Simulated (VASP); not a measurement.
Crystal: Ta.

```xyz
1
Lattice="-1.6600 1.6600 1.6600 1.6600 -1.6600 1.6600 1.6600 1.6600 -1.6600" Properties=species:S:1:pos:R:3 pbc="T T T"
Ta    0.0000    0.0000    0.0000
```

Base run:

| Item | Value |
| --- | --- |
| Program | VASP 6.6.1 |
| Functional | PBEsol |
| Potentials or basis | VASP PAW PBE potentials, release 64 (Ta_pv) |
| Cutoff | 500 eV |
| k mesh | 12 × 12 × 12 |
| Occupations | fermi-dirac, width 0.1 eV |
| Spin | no spin polarisation |

Its results: band gap on the k mesh zero (an odd number of electrons rules out a gap without spin polarisation); pressure -6.8 GPa.

**Question.** The run is repeated on the same cell with these changes: functional from PBEsol to PBE. What comes out?

**Answer.** Band gap on the k mesh zero (an odd number of electrons rules out a gap without spin polarisation); pressure 0.0 GPa.

PBE binds less tightly than PBEsol, so the same cell stands under more pressure.

Caveats: spin-orbit coupling is left out, which moves the levels of the heavy elements; the cell stands under tension (at least some runs); the PAW data sets were made with another functional, which shifts forces and pressure a little (at least some runs).
